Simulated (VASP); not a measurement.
# Sb (Im-3m) in VASP: further runs

Runs on Sb. Level: r2SCAN. Tasks: single point, relaxation of cell and atoms.

All numbers are computed with VASP 6.6.1; they aren't measurements. Logs are shortened: lines on timing, memory, paths and dates and some standing lists are left out, and cuts for length are marked.

## Step 1: The cell of the first run

The structure is cubic, space group Im-3m (No. 229). The conventional cell has a = 2.853 Å, b = 2.853 Å, c = 2.853 Å, α = 90.00°, β = 90.00°, γ = 90.00°. Within 3.3 Å of Sb (site symmetry m-3m) lie 14 Sb at 2.47 to 2.85 Å.

## Step 2: Single point, r2SCAN

POSCAR reads:

```
Sb
1.0
   -1.4263035032      1.4263035032      1.4263035032
    1.4263035032     -1.4263035032      1.4263035032
    1.4263035032      1.4263035032     -1.4263035032
Sb
1
Direct
    0.0000000000      0.0000000000      0.0000000000
```

INCAR.step1 reads:

```
PREC = Accurate
ENCUT = 520
ISMEAR = 0
SIGMA = 0.1
LREAL = F
LASPH = T
NELM = 100
NBANDS = 8
GGA = PE
ALGO = Normal
EDIFF = 1E-4
LWAVE = T
LCHARG = F
```

INCAR.step2 reads:

```
PREC = Accurate
ENCUT = 520
EDIFF = 1E-6
ISMEAR = 0
SIGMA = 0.1
LREAL = F
LASPH = T
NELM = 100
ALGO = Normal
ISIF = 2
LWAVE = F
LCHARG = F
METAGGA = R2SCAN
LMIXTAU = T
NBANDS = 8
ISTART = 1
```

KPOINTS reads:

```
regular mesh
0
Gamma
  8 8 8
```

Potentials or basis: VASP PAW PBE potentials, release 64 (Sb).

Started as:

```
cat potpaw_PBE.64/Sb/POTCAR > POTCAR
cp INCAR.step1 INCAR
mpirun -np 1 vasp_std > vasp.out
cp INCAR.step2 INCAR
mpirun -np 1 vasp_std > vasp.out
```

OUTCAR:

```text
PREC = Accurate
   ENCUT = 520
   EDIFF = 1E-6
   ISMEAR = 0
   LREAL = F
   LASPH = T
   NELM = 100
   ISIF = 2
   METAGGA = R2SCAN
   ISTART = 1

 ion  position               nearest neighbor table
   1  0.000  0.000  0.000-

  LATTYP: Found a body centered cubic cell.
 ALAT       =     2.8526070064

  Lattice vectors:

 A1 = (  -1.4263035032,   1.4263035032,   1.4263035032)
 A2 = (   1.4263035032,  -1.4263035032,   1.4263035032)
 A3 = (   1.4263035032,   1.4263035032,  -1.4263035032)

Analysis of symmetry for initial positions (statically):
=====================================================================
 Subroutine PRICEL returns:
 Original cell was already a primitive cell.

 Routine SETGRP: Setting up the symmetry group for a
 body centered cubic supercell.

 Subroutine GETGRP returns: Found 48 space group operations
 (whereof 48 operations were pure point group operations)
 out of a pool of 48 trial point group operations.

The static configuration has the point symmetry O_h .

Analysis of symmetry for dynamics (positions and initial velocities):
=====================================================================
 Subroutine PRICEL returns:
 Original cell was already a primitive cell.

 Routine SETGRP: Setting up the symmetry group for a
 body centered cubic supercell.

 Subroutine GETGRP returns: Found 48 space group operations
 (whereof 48 operations were pure point group operations)
 out of a pool of 48 trial point group operations.

The dynamic configuration has the point symmetry O_h .

 Subroutine INISYM returns: Found 48 space group operations
 (whereof 48 operations are pure point group operations),
 and found     1 'primitive' translations

----------------------------------------------------------------------------------------

                                     Primitive cell

  volume of cell :      11.6064

  direct lattice vectors                    reciprocal lattice vectors
    -1.426303503  1.426303503  1.426303503     0.000000000  0.350556525  0.350556525
     1.426303503 -1.426303503  1.426303503     0.350556525  0.000000000  0.350556525
     1.426303503  1.426303503 -1.426303503     0.350556525  0.350556525  0.000000000

  length of vectors
     2.470430135  2.470430135  2.470430135     0.495761792  0.495761792  0.495761792

  position of ions in fractional coordinates (direct lattice)
     0.000000000  0.000000000  0.000000000

  ion indices of the primitive-cell ions
   primitive index   ion index
                 1           1

----------------------------------------------------------------------------------------

 KPOINTS: regular mesh

Automatic generation of k-mesh.
 Grid dimensions read from file:
 generate k-points for:    8    8    8

 Generating k-lattice:

  Cartesian coordinates                     Fractional coordinates (reciprocal lattice)
     0.000000000  0.043819566  0.043819566     0.125000000  0.000000000  0.000000000
     0.043819566  0.000000000  0.043819566     0.000000000  0.125000000  0.000000000
     0.043819566  0.043819566  0.000000000     0.000000000  0.000000000  0.125000000

  Length of vectors
     0.061970224  0.061970224  0.061970224

  Shift w.r.t. Gamma in fractional coordinates (k-lattice)
     0.000000000  0.000000000  0.000000000

 Subroutine IBZKPT returns following result:
 ===========================================

 Found     29 irreducible k-points:

 Following reciprocal coordinates:
            Coordinates               Weight
  0.000000  0.000000  0.000000      1.000000
  0.125000  0.000000  0.000000     12.000000
  0.250000  0.000000  0.000000     12.000000
  0.375000  0.000000  0.000000     12.000000
  0.500000  0.000000  0.000000      6.000000
  0.125000  0.125000  0.000000     24.000000
[... 16 lines left out ...]
 -0.250000  0.250000  0.250000      6.000000
 -0.375000  0.375000  0.250000     24.000000
 [... further k-points ...]
   k-points           NKPTS =     29   k-points in BZ     NKDIM =     29   number of bands    NBANDS=      8
   number of dos      NEDOS =    301   number of ions     NIONS =      1
   total plane-waves  NPLWV =   5832
   dimension x,y,z NGX =    18 NGY =   18 NGZ =   18
   dimension x,y,z NGXF=    36 NGYF=   36 NGZF=   36
   ions per type =               1
   NGX,Y,Z   is equivalent  to a cutoff of  12.11, 12.11, 12.11 a.u.
   NGXF,Y,Z  is equivalent  to a cutoff of  24.23, 24.23, 24.23 a.u.
 SYSTEM =  unknown system
   PREC   = accura    normal or accurate (medium, high low for compatibility)
   ISTART =      1    job   : 0-new  1-cont  2-samecut
   ICHARG =      0    charge: 1-file 2-atom 10-const
   ISPIN  =      1    spin polarized calculation?
   LNONCOLLINEAR =      F non collinear calculations
   LSORBIT =      F    spin-orbit coupling
   LASPH  =      T    aspherical Exc in radial PAW
   ENCUT  =  520.0 eV  38.22 Ry    6.18 a.u.   4.59  4.59  4.59*2*pi/ulx,y,z
   NELM   =    100;   NELMIN=  2; NELMDL=  0     # of ELM steps
   EDIFF  = 0.1E-05   stopping-criterion for ELM
   LREAL  =      F    real-space projection
   EDIFFG = 0.1E-04   stopping-criterion for IOM
   NSW    =      0    number of steps for IOM
   IBRION =     -1    ionic relax: 0-MD 1-quasi-New 2-CG
   NFREE  =      0    steps in history (QN), initial steepest desc. (CG)
   ISIF   =      2    stress and relaxation
   ISYM   =      2    0-nonsym 1-usesym 2-fastsym
   POTIM  = 0.5000    time-step for ionic-motion
   TEBEG  =    0.0;   TEEND  =   0.0 temperature during run
   PSTRESS=    0.0 pullay stress
   NELECT =       5.0000    total number of electrons
   NUPDOWN=      -1.0000    fix difference up-down
   EMIN   =  10.00;   EMAX   =-10.00  energy-range for DOS
   EFERMI =   0.00;   METHOD = LEGACY
   ISMEAR =     0;   SIGMA  =   0.10  broadening in eV -4-tet -1-fermi 0-gaus
   EFERMI_NEDOS =   21; number of points for ismear=-14 and -15
   IALGO  =     38    algorithm
   IMIX   =      4    mixing-type and parameters
     AMIX     =   0.40;   BMIX     =  1.00
     AMIX_MAG =   1.60;   BMIX_MAG =  1.00
  volume/ion in A,a.u.               =      11.61        78.32
  Fermi-wavevector in a.u.,A,eV,Ry     =   1.236421  2.336496 20.799713  1.528736
  Thomas-Fermi vector in A             =   2.371030
   LORBIT       =      0    0 simple, 1 ext, 2 COOP (PROOUT), +10 PAW based schemes
   METAGGA = R2SCAN    functional components
   LHFCALC =     F    Hartree Fock is set to
   AEXX    =    0.0000 exact exchange contribution
   IVDW    =     0    specifies the selected vdW correction
   LEPSILON=     F    determine dielectric tensor
   LRPA    =     F    only Hartree local field effects (RPA)
 non-spin polarized calculation
 Gauss-broadening in eV      SIGMA  =   0.10
  energy-cutoff  :      520.00
  volume of cell :       11.61
 maximum number of plane-waves:       325
   NGX =  9   NGY =  9   NGZ =  9

 number of electron       5.0000000 magnetization

 Free energy of the ion-electron system (eV)
  ---------------------------------------------------
  ext. energy  EPLUGINS =         0.00000000
  ---------------------------------------------------
  free energy    TOTEN  =       -17.16861931 eV

  energy without entropy =      -17.16328404  energy(sigma->0) =      -17.16595167

 E-fermi :  25.6104     XC(G=0): -15.2838

 val. band max:       25.5969633147   @ k =   0.2500   0.0000   0.0000
 cond. band min:      25.6624196483   @ k =   0.3750   0.1250   0.0000
 fundamental gap:      0.0654563336
 Fermi energy:        25.6104343118

 k-point     1 :       0.0000    0.0000    0.0000
  band No.  band energies     occupation
      1       0.7216      2.00000
      2      36.1049      0.00000
      3      36.1050      0.00000
      4      36.1050      0.00000
      5      39.6733      0.00000
      6      39.6733      0.00000
      7      39.6733      0.00000
      8      40.9141      0.00000

 k-point     2 :       0.1250    0.0000    0.0000
  band No.  band energies     occupation
      1       1.4105      2.00000
      2      32.4522      0.00000
      3      35.1531      0.00000
      4      35.3901      0.00000
      5      37.0785      0.00000
      6      38.2272      0.00000
      7      39.8543      0.00000
      8      41.4628      0.00000

 k-point     3 :       0.2500    0.0000    0.0000
  band No.  band energies     occupation
      1       3.5013      2.00000
      2      25.5970      1.15109
      3      32.5290      0.00000
      4      33.4460      0.00000
      5      34.5323      0.00000
      6      37.0472      0.00000
      7      41.5354      0.00000
      8      42.2783      0.00000

 k-point     4 :       0.3750    0.0000    0.0000
  band No.  band energies     occupation
      1       7.0203      2.00000
      2      18.5144      2.00000
      3      30.4285      0.00000
      4      30.5778      0.00000
      5      34.0426      0.00000
      6      36.6578      0.00000
      7      43.2440      0.00000
      8      44.0545      0.00000

 k-point     5 :       0.5000    0.0000    0.0000
  band No.  band energies     occupation
      1      11.1006      2.00000
      2      13.1493      2.00000
      3      29.4936      0.00000
      4      29.6742      0.00000
      5      33.8888      0.00000
      6      36.6033      0.00000
      7      44.3184      0.00000
      8      45.0452      0.00000
[... 177 lines left out ...]
 k-point    22 :       0.2500    0.2500    0.2500
  band No.  band energies     occupation
      1      17.6186      2.00000
      2      17.6186      2.00000
      3      17.6186      2.00000
      4      17.7015      2.00000
      5      46.0452      0.00000
      6      46.0452      0.00000
      7      46.4166      0.00000
      8      46.4166      0.00000

 k-point    23 :      -0.2500    0.2500    0.2500
  band No.  band energies     occupation
      1       6.3046      2.00000
      2      26.7469      0.00000
      3      26.7469      0.00000
      4      28.7318      0.00000
      5      29.4953      0.00000
      6      40.9342      0.00000
      7      43.6989      0.00000
      8      43.6989      0.00000

 k-point    24 :      -0.3750    0.3750    0.2500
  band No.  band energies     occupation
      1       9.8187      2.00000
      2      20.7810      2.00000
      3      24.2884      2.00000
      4      27.8506      0.00000
      5      31.1033      0.00000
      6      39.7867      0.00000
      7      40.5535      0.00000
      8      43.9856      0.00000

 [... further k-points ...]
[... 5 lines left out ...]
  --------------------------------------------------------------------------------------
  -------------------------------------------------------------------------------------
  Total       27.5143244     27.5143244     27.5143244      0.0000000      0.0000000     -0.0000000
  in kB     3798.1629919   3798.1629919   3798.1629919      0.0000000      0.0000000     -0.0000000
  external PRESSURE =    3798.1629919 kB  Pullay stress =       0.0000000 kB

 VOLUME and BASIS-vectors are now :
 -----------------------------------------------------------------------------
  energy-cutoff  :      520.00
  volume of cell :       11.61
      direct lattice vectors                 reciprocal lattice vectors
    -1.426303503  1.426303503  1.426303503     0.000000000  0.350556525  0.350556525
     1.426303503 -1.426303503  1.426303503     0.350556525  0.000000000  0.350556525
     1.426303503  1.426303503 -1.426303503     0.350556525  0.350556525  0.000000000

 POSITION                                       TOTAL-FORCE (eV/Angst)
 -----------------------------------------------------------------------------------
      0.00000      0.00000      0.00000         0.000000     -0.000000      0.000000
 -----------------------------------------------------------------------------------
    total drift:                                0.000000     -0.000000     -0.000000

  FREE ENERGIE OF THE ION-ELECTRON SYSTEM (eV)
  ---------------------------------------------------
  free  energy   TOTEN  =       -17.1686193051 eV

  energy  without entropy=      -17.1632840386  energy(sigma->0) =      -17.16595167
```

It took 18 s on 1 thread of Intel Xeon 8259CL, shared host; peak memory 0.12 GiB.

What came out:

- Free energy: -17.1686 eV
- Pressure: 379.8 GPa

Caveat: the k points lie up to 0.39 Å⁻¹ apart; the PAW data sets were made with another functional, which shifts forces and pressure a little; spin-orbit coupling is left out, which moves the levels of the heavy elements.

(Continued in part 2 of 2.)
